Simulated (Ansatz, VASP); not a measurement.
## Two plane-wave programs on BaHfO3

```xyz
10
Lattice="5.9786 0.0000 0.0000 -2.9893 5.1776 0.0000 0.0000 0.0000 5.5381" Properties=species:S:1:pos:R:3 pbc="T T T"
Ba    0.0000    3.4518    4.1536
Ba    2.9893    1.7259    1.3845
Hf    0.0000    0.0000    0.0000
Hf    0.0000    0.0000    2.7690
O     2.9893    3.5933    4.1536
O     1.3721    0.7922    4.1536
O     4.6065    0.7922    4.1536
O     0.0000    1.5844    1.3845
O     1.6172    4.3855    1.3845
O    -1.6172    4.3855    1.3845
```

Alike in both runs: functional PBE; k mesh 6 × 6 × 4; occupations gaussian, width 0.02 eV; no spin polarisation.

Ansatz relaxed the structure, and its values are those at the end. VASP's run is a single point on that final structure, the one shown.

```csv
,VASP,Ansatz
version,VASP 6.6.1,Ansatz 0.2.0
potentials or method,"VASP PAW PBE potentials, release 64 (Ba_sv, Hf_pv, O), cutoff 520 eV","scalar-relativistic, plane waves, PAW"
valence electrons in the cell,76,108
```

Ansatz gave:

* gap on the k mesh at the Fermi level (eV): 3.03
* least direct gap on the mesh (eV): 3.06
* pressure (GPa): 0.0
* rms of the force components (eV/Å): 0.000

**Question.** Which values does VASP return?

**Answer.** gap on the k mesh at the Fermi level (eV): 3.05; least direct gap on the mesh (eV): 3.06; pressure (GPa): -0.7; rms of the force components (eV/Å): 0.091.

VASP's potentials hold 76 valence electrons a cell and Ansatz's 108, so a difference there can come from the potentials and not from the codes.

Neither program's run includes spin-orbit coupling.
